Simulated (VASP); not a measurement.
Input of a VASP 6.6.1 run:

The input INCAR:

```
SYSTEM = AlIn2N3
ALGO = Normal
EDIFF = 1E-6
ENCUT = 600
GGA = PS
GGA_COMPAT = .False.
ISIF = 2
ISMEAR = 0
LASPH = .True.
LCHARG = .False.
LREAL = .False.
LWAVE = .False.
NBANDS = 56
NELM = 120
PREC = Accurate
SIGMA = 0.02
```

The input KPOINTS:

```
k-points
0
Gamma
  6 6 6
  0 0 0
```

Contents of POSCAR:

```
AlIn2N3
1.0
    5.0171015387     -2.8873376910      0.0000000000
    5.0171015387      2.8873376910      0.0000000000
    0.0000000000      0.0000000000      5.5026673303
Al In N
2 4 6
Direct
    0.3406538887      0.6593461113      0.9898737024
    0.6593461113      0.3406538887      0.4898737024
    0.9876968774      0.3359186013      0.9910192736
    0.6640813987      0.0123031226      0.9910192736
    0.0123031226      0.6640813987      0.4910192736
    0.3359186013      0.9876968774      0.4910192736
    0.9711200789      0.3324430782      0.3824847390
    0.6675569218      0.0288799211      0.3824847390
    0.0288799211      0.6675569218      0.8824847390
    0.3324430782      0.9711200789      0.8824847390
    0.3673565853      0.6326434147      0.3351182725
    0.6326434147      0.3673565853      0.8351182725
```

Potentials or basis: VASP PAW PBE potentials, release 64 (Al, In_d, N).

Command:

```sh
$ cat potpaw_PBE.64/Al/POTCAR potpaw_PBE.64/In_d/POTCAR potpaw_PBE.64/N/POTCAR > POTCAR
$ mpirun -np 1 vasp_std > vasp.out
```

Q: Estimate the largest force.

A: 0.026 eV/Å.

Q: Predict the band gap on the k mesh.

A: 0.95 eV.

Q: What does it give for the pressure?

A: 3.3 GPa.

Forces on the atoms (eV/Å):
```
Al   0.000  0.000  0.003
Al   0.000  0.000  0.003
In   0.002  0.000 -0.001
In  -0.002  0.000 -0.001
In  -0.002  0.000 -0.001
In   0.002  0.000 -0.001
N   -0.017  0.010  0.008
N    0.017  0.010  0.008
N    0.017 -0.010  0.008
N   -0.017 -0.010  0.008
N    0.000 -0.019 -0.018
N    0.000  0.019 -0.018
```

Caveat: the cell differs from its parent crystal (biaxial strain in the a-b plane: -1.5 %, then relaxed in part); the stress differs along the axes, from 0 to 5 GPa; the PAW data sets were made with another functional, which shifts forces and pressure a little; spin-orbit coupling is left out, which moves the levels of the heavy elements.
